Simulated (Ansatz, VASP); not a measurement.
# Two plane-wave programs on NaF

The input INCAR:

```
SYSTEM = NaF
PREC     = Accurate       ! precision mode
ENCUT    = 600            ! plane-wave cutoff, eV
EDIFF    = 1E-6           ! SCF threshold, eV
ISMEAR   = 0              ! smearing method
SIGMA    = 0.02           ! smearing width, eV
LREAL    = .False.        ! projectors in reciprocal space
LASPH    = .True.         ! aspherical terms in the spheres
NELM     = 80             ! most SCF steps
ALGO     = Normal         ! electronic algorithm
ISIF     = 3              ! what is computed and relaxed
LWAVE    = .False.        ! write WAVECAR
LCHARG   = .False.        ! write CHGCAR
GGA      = PE             ! functional
IBRION   = 2              ! ionic algorithm
NSW      = 100            ! ionic steps
EDIFFG   = -0.01          ! ionic threshold
```

The input KPOINTS:

```
regular mesh
0
Gamma
  8 8 8
  0 0 0
```

The input POSCAR:

```
NaF
1.0
    0.0000000000      2.3502771129      2.3502771129
    2.3502771129      0.0000000000      2.3502771129
    2.3502771129      2.3502771129      0.0000000000
Na F
1 1
Direct
    0.0000000000      0.0000000000      0.0000000000
    0.5000000000      0.5000000000      0.5000000000
```

Input for Ansatz:

```yaml
crystal:
  lattice:
    - [0.0, 2.3502771129, 2.3502771129]
    - [2.3502771129, 0.0, 2.3502771129]
    - [2.3502771129, 2.3502771129, 0.0]
  atoms:
    - { symbol: Na, position: [0.0, 0.0, 0.0] }
    - { symbol: F, position: [0.5, 0.5, 0.5] }
basis:
  ecutwfc: 420
kpoints:
  mp_grid: { grid: [8, 8, 8] }
hamiltonian:
  xc: pbe
scf:
  occupations: { method: gaussian, width: 0.02 }
output:
  forces: true
  stress: true
  eigenvalues: true
relax:
  adjacent_minimum: "off"
  f_tol: 0.01
  max_steps: 80
  cell: { stress_tol: 0.05 }
```

Alike in both runs: task relaxation of cell and atoms; functional PBE; k mesh 8 × 8 × 8; occupations gaussian, width 0.02 eV; no spin polarisation.

|  | VASP | Ansatz |
| --- | --- | --- |
| version | VASP 6.6.1 | Ansatz 0.2.0 |
| potentials or method | VASP PAW PBE potentials, release 64 (Na_pv, F), cutoff 600 eV | scalar-relativistic, plane waves, PAW |
| valence electrons in the cell | 14 | 16 |

Ansatz gave:

```
gap on the k mesh at the Fermi level, each at its own relaxed structure (eV)  : 6.09
relaxed volume (Å³/atom)                                                      : 12.98
relaxed length of the cell vector where the two differ most in proportion (Å) : 3.324
```

Estimate VASP's values.

gap on the k mesh at the Fermi level, each at its own relaxed structure (eV): 6.09; relaxed volume (Å³/atom): 12.95; relaxed length of the cell vector where the two differ most in proportion (Å): 3.321.

VASP's potentials hold 14 valence electrons a cell and Ansatz's 16, so a difference there can come from the potentials and not from the codes.
